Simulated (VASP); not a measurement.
Input of a VASP 6.6.1 run:

INCAR

```
SYSTEM = Zr
PREC = Accurate
ENCUT = 520
EDIFF = 1E-7
ISMEAR = -1
SIGMA = 0.08
LREAL = .False.
LASPH = .True.
NELM = 80
ALGO = Normal
ISIF = 2
LWAVE = .False.
LCHARG = .True.
GGA = PE
LELF = .True.
LVHAR = .True.
NBANDS = 19
```

File KPOINTS:

```
Automatic mesh
0
Gamma
  13 13 7
  0 0 0
```

File POSCAR:

```
Zr
1.0
    3.2849912186      0.0000000000      0.0000000000
   -1.6424956092      2.8448858464      0.0000000000
    0.0000000000      0.0000000000      5.2313920485
Zr
2
Direct
    0.3333333333      0.6666666667      0.2500000000
    0.6666666667      0.3333333333      0.7500000000
```

Potentials or basis: VASP PAW PBE potentials, release 64 (Zr_sv).

Command:

```console
$ cat potpaw_PBE.64/Zr_sv/POTCAR > POTCAR
$ mpirun -np 1 vasp_std > vasp.out
```

Q: Predict the band gap on the k mesh.

A: Zero (band 12 reaches 9.31 eV, above the bottom of band 13 at 8.20 eV).

Q: What does it give for the pressure?

A: -3.8 GPa.

Stress tensor (GPa, compression positive):
```
-3.90  0.00  0.00
 0.00 -3.90  0.00
 0.00  0.00 -3.57
```
